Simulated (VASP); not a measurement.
# Ge (Imma) in VASP: further runs

The runs below take Ge through single point, with r2SCAN.

All numbers are computed with VASP 6.6.1; they aren't measurements. Logs are shortened: lines on timing, memory, paths and dates and some standing lists are left out, and cuts for length are marked.

### Step 1. The cell of the first run

It takes space group Imma (No. 74, orthorhombic). Conventional cell: a = 4.855 Å, b = 5.156 Å, c = 2.795 Å, α = 90.00°, β = 90.00°, γ = 90.00°. Within 3.4 Å of Ge (site symmetry mm2) lie 8 Ge at 2.60 to 3.00 Å.

### Step 2. Single point, r2SCAN

The input, POSCAR:

```
Ge
1.0
   -2.4274844514      2.5781968159      1.3975615138
    2.4274844514     -2.5781968159      1.3975615138
    2.4274844514      2.5781968159     -1.3975615138
Ge
2
Direct
    0.1859400000      0.9359400000      0.2500000000
    0.8140600000      0.0640600000      0.7500000000
```

The input, INCAR.step1:

```
  PREC = Accurate
  ENCUT = 520
  ISMEAR = 1
  SIGMA = 0.1
  LREAL = F
  LASPH = T
  NELM = 80
  NBANDS = 21
  GGA = PE
  ALGO = Normal
  EDIFF = 1E-4
  LWAVE = T
  LCHARG = F
```

The input, INCAR.step2:

```
  PREC = Accurate
  ENCUT = 520
  EDIFF = 1E-6
  ISMEAR = 1
  SIGMA = 0.1
  LREAL = F
  LASPH = T
  NELM = 80
  ALGO = Normal
  ISIF = 2
  LWAVE = F
  LCHARG = F
  METAGGA = R2SCAN
  LMIXTAU = T
  NBANDS = 21
  ISTART = 1
```

The input, KPOINTS:

```
Automatic mesh
0
Gamma
  11 11 11
```

Potentials or basis: VASP PAW PBE potentials, release 64 (Ge_d).

Run with:

```bash
> cat potpaw_PBE.64/Ge_d/POTCAR > POTCAR
> cp INCAR.step1 INCAR
> mpirun -np 1 vasp_std > vasp.out
> cp INCAR.step2 INCAR
> mpirun -np 1 vasp_std > vasp.out
```

OUTCAR:

```text
PREC = Accurate
   ENCUT = 520
   EDIFF = 1E-6
   ISMEAR = 1
   LREAL = F
   LASPH = T
   NELM = 80
   ISIF = 2
   METAGGA = R2SCAN
   ISTART = 1

 ion  position               nearest neighbor table
   1  0.186  0.936  0.250-   2 2.60   2 2.60   2 2.64   2 2.64
   2  0.814  0.064  0.750-   1 2.60   1 2.60   1 2.64   1 2.64

  LATTYP: Found a body centered orthorhombic cell.
 ALAT       =     2.7951230276
 B/A-ratio  =     1.7369428304
 C/A-ratio  =     1.8447823516

  Lattice vectors:

 A1 = (   2.4274844514,  -2.5781968159,   1.3975615138)
 A2 = (  -2.4274844514,  -2.5781968159,  -1.3975615138)
 A3 = (   2.4274844514,   2.5781968159,  -1.3975615138)

Analysis of symmetry for initial positions (statically):
=====================================================================
 Subroutine PRICEL returns:
 Original cell was already a primitive cell.

 Routine SETGRP: Setting up the symmetry group for a
 body centered orthorhombic supercell.

 Subroutine GETGRP returns: Found  8 space group operations
 (whereof  4 operations were pure point group operations)
 out of a pool of  8 trial point group operations.

The static configuration has the point symmetry C_2h.
 The point group associated with its full space group is D_2h.

Analysis of symmetry for dynamics (positions and initial velocities):
=====================================================================
 Subroutine PRICEL returns:
 Original cell was already a primitive cell.

 Routine SETGRP: Setting up the symmetry group for a
 body centered orthorhombic supercell.

 Subroutine GETGRP returns: Found  8 space group operations
 (whereof  4 operations were pure point group operations)
 out of a pool of  8 trial point group operations.

The dynamic configuration has the point symmetry C_2h.
 The point group associated with its full space group is D_2h.

 Subroutine INISYM returns: Found  8 space group operations
 (whereof  4 operations are pure point group operations),
 and found     1 'primitive' translations

----------------------------------------------------------------------------------------

                                     Primitive cell

  volume of cell :      34.9867

  direct lattice vectors                    reciprocal lattice vectors
    -2.427484451  2.578196816  1.397561514     0.000000000  0.193933992  0.357766005
     2.427484451 -2.578196816  1.397561514     0.205974543  0.000000000  0.357766005
     2.427484451  2.578196816 -1.397561514     0.205974543  0.193933992  0.000000000

  length of vectors
     3.806961750  3.806961750  3.806961750     0.406948286  0.412822028  0.282906178

  position of ions in fractional coordinates (direct lattice)
     0.185940000  0.935940000  0.250000000
     0.814060000  0.064060000  0.750000000

  ion indices of the primitive-cell ions
   primitive index   ion index
                 1           1
                 2           2

----------------------------------------------------------------------------------------

 KPOINTS: Automatic mesh

Automatic generation of k-mesh.
 Grid dimensions read from file:
 generate k-points for:   11   11   11

 Generating k-lattice:

  Cartesian coordinates                     Fractional coordinates (reciprocal lattice)
     0.000000000  0.017630363  0.032524182     0.090909091  0.000000000 -0.000000000
     0.018724958  0.000000000  0.032524182     0.000000000  0.090909091  0.000000000
     0.018724958  0.017630363  0.000000000    -0.000000000  0.000000000  0.090909091

  Length of vectors
     0.036995299  0.037529275  0.025718743

  Shift w.r.t. Gamma in fractional coordinates (k-lattice)
     0.000000000  0.000000000  0.000000000

 Subroutine IBZKPT returns following result:
 ===========================================

 Found    216 irreducible k-points:

 Following reciprocal coordinates:
            Coordinates               Weight
  0.000000  0.000000  0.000000      1.000000
  0.090909 -0.000000  0.000000      4.000000
  0.181818  0.000000  0.000000      4.000000
  0.272727  0.000000  0.000000      4.000000
  0.363636 -0.000000  0.000000      4.000000
  0.454545  0.000000  0.000000      4.000000
[... 16 lines left out ...]
  0.454545  0.181818  0.000000      8.000000
 -0.454545  0.181818  0.000000      8.000000
 [... further k-points ...]
   k-points           NKPTS =    216   k-points in BZ     NKDIM =    216   number of bands    NBANDS=     21
   number of dos      NEDOS =    301   number of ions     NIONS =      2
   total plane-waves  NPLWV =  21952
   dimension x,y,z NGX =    28 NGY =   28 NGZ =   28
   dimension x,y,z NGXF=    56 NGYF=   56 NGZF=   56
   ions per type =               2
   NGX,Y,Z   is equivalent  to a cutoff of  12.23, 12.23, 12.23 a.u.
   NGXF,Y,Z  is equivalent  to a cutoff of  24.45, 24.45, 24.45 a.u.
 SYSTEM =  unknown system
   PREC   = accura    normal or accurate (medium, high low for compatibility)
   ISTART =      1    job   : 0-new  1-cont  2-samecut
   ICHARG =      0    charge: 1-file 2-atom 10-const
   ISPIN  =      1    spin polarized calculation?
   LNONCOLLINEAR =      F non collinear calculations
   LSORBIT =      F    spin-orbit coupling
   LASPH  =      T    aspherical Exc in radial PAW
   ENCUT  =  520.0 eV  38.22 Ry    6.18 a.u.   7.08  7.08  7.08*2*pi/ulx,y,z
   NELM   =     80;   NELMIN=  2; NELMDL=  0     # of ELM steps
   EDIFF  = 0.1E-05   stopping-criterion for ELM
   LREAL  =      F    real-space projection
   EDIFFG = 0.1E-04   stopping-criterion for IOM
   NSW    =      0    number of steps for IOM
   IBRION =     -1    ionic relax: 0-MD 1-quasi-New 2-CG
   NFREE  =      0    steps in history (QN), initial steepest desc. (CG)
   ISIF   =      2    stress and relaxation
   ISYM   =      2    0-nonsym 1-usesym 2-fastsym
   POTIM  = 0.5000    time-step for ionic-motion
   TEBEG  =    0.0;   TEEND  =   0.0 temperature during run
   PSTRESS=    0.0 pullay stress
   NELECT =      28.0000    total number of electrons
   NUPDOWN=      -1.0000    fix difference up-down
   EMIN   =  10.00;   EMAX   =-10.00  energy-range for DOS
   EFERMI =   0.00;   METHOD = LEGACY
   ISMEAR =     1;   SIGMA  =   0.10  broadening in eV -4-tet -1-fermi 0-gaus
   EFERMI_NEDOS =   21; number of points for ismear=-14 and -15
   IALGO  =     38    algorithm
   IMIX   =      4    mixing-type and parameters
     AMIX     =   0.40;   BMIX     =  1.00
     AMIX_MAG =   1.60;   BMIX_MAG =  1.00
  volume/ion in A,a.u.               =      17.49       118.05
  Fermi-wavevector in a.u.,A,eV,Ry     =   1.519940  2.872270 31.432406  2.310217
  Thomas-Fermi vector in A             =   2.628858
   LORBIT       =      0    0 simple, 1 ext, 2 COOP (PROOUT), +10 PAW based schemes
   METAGGA = R2SCAN    functional components
   LHFCALC =     F    Hartree Fock is set to
   AEXX    =    0.0000 exact exchange contribution
   IVDW    =     0    specifies the selected vdW correction
   LEPSILON=     F    determine dielectric tensor
   LRPA    =     F    only Hartree local field effects (RPA)
 non-spin polarized calculation
 Methfessel and Paxton  Order N= 1 SIGMA  =   0.10
  energy-cutoff  :      520.00
  volume of cell :       34.99
 maximum number of plane-waves:       956
   NGX = 15   NGY = 15   NGZ = 15

 number of electron      27.9999975 magnetization

 Free energy of the ion-electron system (eV)
  ---------------------------------------------------
  ext. energy  EPLUGINS =         0.00000000
  ---------------------------------------------------
  free energy    TOTEN  =       -26.96449700 eV

  energy without entropy =      -26.96418369  energy(sigma->0) =      -26.96439256

 E-fermi :   7.3924     XC(G=0): -12.7247

 val. band max:        7.3796219614   @ k =   0.0000   0.2727   0.0000
 cond. band min:       7.4153469414   @ k =  -0.4545  -0.3636   0.2727
 fundamental gap:      0.0357249800
 Fermi energy:         7.3923814391

 k-point     1 :       0.0000    0.0000    0.0000
  band No.  band energies     occupation
      1     -18.2261      2.00000
      2     -18.1254      2.00000
      3     -18.1191      2.00000
      4     -18.1175      2.00000
      5     -18.0680      2.00000
      6     -18.0177      2.00000
[... 13 lines left out ...]
     20      18.9164      0.00000
     21      21.3810      0.00000

 k-point     2 :       0.0909   -0.0000    0.0000
  band No.  band energies     occupation
      1     -18.2179      2.00000
      2     -18.1147      2.00000
      3     -18.1134      2.00000
      4     -18.1035      2.00000
      5     -18.0706      2.00000
      6     -18.0213      2.00000
[... 13 lines left out ...]
     20      19.3472      0.00000
     21      20.4209      0.00000

 k-point     3 :       0.1818    0.0000    0.0000
  band No.  band energies     occupation
      1     -18.1955      2.00000
      2     -18.0981      2.00000
      3     -18.0870      2.00000
      4     -18.0765      2.00000
      5     -18.0667      2.00000
      6     -18.0276      2.00000
[... 13 lines left out ...]
     20      17.4187      0.00000
     21      20.7026      0.00000

 k-point     4 :       0.2727    0.0000    0.0000
  band No.  band energies     occupation
      1     -18.1642      2.00000
      2     -18.0876      2.00000
      3     -18.0705      2.00000
      4     -18.0626      2.00000
      5     -18.0226      2.00000
      6     -18.0177      2.00000
[... 13 lines left out ...]
     20      16.1253      0.00000
     21      21.4790      0.00000

 k-point     5 :       0.3636   -0.0000    0.0000
  band No.  band energies     occupation
      1     -18.1311      2.00000
      2     -18.0884      2.00000
      3     -18.0549      2.00000
      4     -18.0500      2.00000
      5     -18.0272      2.00000
      6     -18.0229      2.00000
[... 13 lines left out ...]
     20      16.6875      0.00000
     21      22.8506      0.00000

 k-point     6 :       0.4545    0.0000    0.0000
  band No.  band energies     occupation
      1     -18.1038      2.00000
      2     -18.0823      2.00000
      3     -18.0628      2.00000
      4     -18.0563      2.00000
      5     -18.0410      2.00000
      6     -18.0193      2.00000
[... 13 lines left out ...]
     20      19.4396      0.00000
     21      20.3324      0.00000

 k-point     7 :       0.0000    0.0909    0.0000
  band No.  band energies     occupation
      1     -18.2204      2.00000
      2     -18.1160      2.00000
      3     -18.1138      2.00000
      4     -18.1081      2.00000
      5     -18.0633      2.00000
      6     -18.0235      2.00000
[... 13 lines left out ...]
     20      19.3149      0.00000
     21      19.5192      0.00000
[... 291 lines left out ...]
      1     -18.1769      2.00000
      2     -18.0945      2.00000
      3     -18.0826      2.00000
      4     -18.0700      2.00000
      5     -18.0412      2.00000
      6     -17.9887      2.00000
[... 13 lines left out ...]
     20      16.4283      0.00000
     21      19.2648      0.00000

 k-point    21 :       0.2727    0.1818    0.0000
  band No.  band energies     occupation
      1     -18.1586      2.00000
      2     -18.0928      2.00000
      3     -18.0892      2.00000
      4     -18.0559      2.00000
      5     -18.0222      2.00000
      6     -18.0109      2.00000
[... 13 lines left out ...]
     20      18.4128      0.00000
     21      20.7527      0.00000

 k-point    22 :       0.3636    0.1818    0.0000
  band No.  band energies     occupation
      1     -18.1391      2.00000
      2     -18.1005      2.00000
      3     -18.0791      2.00000
      4     -18.0338      2.00000
      5     -18.0316      2.00000
      6     -17.9964      2.00000
[... 13 lines left out ...]
     20      19.4954      0.00000
     21      21.0180      0.00000

 k-point    23 :       0.4545    0.1818    0.0000
  band No.  band energies     occupation
      1     -18.1291      2.00000
      2     -18.0901      2.00000
      3     -18.0625      2.00000
      4     -18.0518      2.00000
      5     -18.0244      2.00000
      6     -17.9900      2.00000
[... 13 lines left out ...]
     20      19.3416      0.00000
     21      20.7883      0.00000

 k-point    24 :      -0.4545    0.1818    0.0000
  band No.  band energies     occupation
      1     -18.1320      2.00000
      2     -18.0831      2.00000
      3     -18.0695      2.00000
      4     -18.0463      2.00000
      5     -18.0393      2.00000
      6     -17.9914      2.00000
[... 13 lines left out ...]
     20      19.2923      0.00000
     21      19.4962      0.00000

 [... further k-points ...]

------------------------ aborting loop because EDIFF is reached ----------------------------------------

  FORCE on cell =-STRESS in cart. coord.  units (eV):
  Direction    XX          YY          ZZ          XY          YZ          ZX
  --------------------------------------------------------------------------------------
  -------------------------------------------------------------------------------------
  Total        1.4708605      1.0347746      1.2556016      0.0000000     -0.0000000      0.0000000
  in kB       67.3563623     47.3863108     57.4988265      0.0000000     -0.0000000      0.0000000
  external PRESSURE =      57.4138332 kB  Pullay stress =       0.0000000 kB

 VOLUME and BASIS-vectors are now :
 -----------------------------------------------------------------------------
  energy-cutoff  :      520.00
  volume of cell :       34.99
      direct lattice vectors                 reciprocal lattice vectors
    -2.427484451  2.578196816  1.397561514     0.000000000  0.193933992  0.357766005
     2.427484451 -2.578196816  1.397561514     0.205974543  0.000000000  0.357766005
     2.427484451  2.578196816 -1.397561514     0.205974543  0.193933992  0.000000000

 POSITION                                       TOTAL-FORCE (eV/Angst)
 -----------------------------------------------------------------------------------
      2.42748     -1.28910      1.21851        -0.000000     -0.000000     -0.071847
      0.00000      3.86730      0.17906         0.000000      0.000000      0.071847
 -----------------------------------------------------------------------------------
    total drift:                                0.000000      0.000000     -0.000000

  FREE ENERGIE OF THE ION-ELECTRON SYSTEM (eV)
  ---------------------------------------------------
  free  energy   TOTEN  =       -26.9644970014 eV

  energy  without entropy=      -26.9641836880  energy(sigma->0) =      -26.96439256
```

Wall time 12 min (1 thread of Intel Xeon Platinum 8259CL at 2.50GHz (Skylake/Cascade Lake), shared host); peak memory 0.25 GiB.

What came out:

| Quantity | Value |
| --- | --- |
| Free energy | -26.9645 eV |
| Pressure | 5.7 GPa |
| Largest force | 0.072 eV/Å |
| Band gap on the k mesh | zero (bands 14 and 15 overlap by 6.20 eV) |

Forces in eV/Å, atoms in the order of the input:
```
Ge   0.000  0.000 -0.072
Ge   0.000  0.000  0.072
```

Caveat: the cell stands under pressure; the PAW data sets were made with another functional, which shifts forces and pressure a little.

### Step 3. Single point, r2SCAN

This run uses another cell than the first one, of 18.00 Å³/atom.

The input, POSCAR:

```
Ge
1.0
   -2.4507153792      2.6028700549      1.4109361209
    2.4507153792     -2.6028700549      1.4109361209
    2.4507153792      2.6028700549     -1.4109361209
Ge
2
Direct
    0.1859400000      0.9359400000      0.2500000000
    0.8140600000      0.0640600000      0.7500000000
```

The input, INCAR.step1:

```
PREC = Accurate
ENCUT = 520
ISMEAR = 1
SIGMA = 0.1
LREAL = F
LASPH = T
NELM = 80
NBANDS = 21
GGA = PE
ALGO = Normal
EDIFF = 1E-4
LWAVE = T
LCHARG = F
```

The input, INCAR.step2:

```
PREC = Accurate
ENCUT = 520
EDIFF = 1E-6
ISMEAR = 1
SIGMA = 0.1
LREAL = F
LASPH = T
NELM = 80
ALGO = Normal
ISIF = 2
LWAVE = F
LCHARG = T
METAGGA = R2SCAN
LMIXTAU = T
LELF = T
LVHAR = T
NBANDS = 21
ISTART = 1
```

The input, KPOINTS:

```
regular mesh
0
Gamma
  11 11 11
```

Potentials or basis: VASP PAW PBE potentials, release 64 (Ge_d).

Run with:

```bash
> cat potpaw_PBE.64/Ge_d/POTCAR > POTCAR
> cp INCAR.step1 INCAR
> mpirun -np 1 vasp_std > vasp.out
> cp INCAR.step2 INCAR
> mpirun -np 1 vasp_std > vasp.out
```

Run time: 14 min. Hardware: 1 thread of Intel Xeon Platinum 8259CL at 2.50GHz (Skylake/Cascade Lake), shared host; peak memory 0.26 GiB.

Results (log left out):

* Free energy: -26.9925 eV
* Pressure: 3.0 GPa
* Largest force: 0.085 eV/Å
* Band gap on the k mesh: zero (bands 14 and 15 overlap by 5.95 eV)

Forces on the atoms (eV/Å):
```
Ge   0.000  0.000 -0.085
Ge   0.000  0.000  0.085
```

Stress tensor (GPa, compression positive):
```
4.10 0.00 0.00
0.00 1.97 0.00
0.00 0.00 2.83
```

Levels at points of the mesh, in eV from the Fermi level:
```tsv
k point	band 12	band 13	band 14	band 15	band 16	band 17
(0.00, 0.00, 0.00)	-3.65	-2.77	-2.24	3.80	7.60	7.96
```

Caveat: the PAW data sets were made with another functional, which shifts forces and pressure a little.

(Continued in part 2 of 2.)
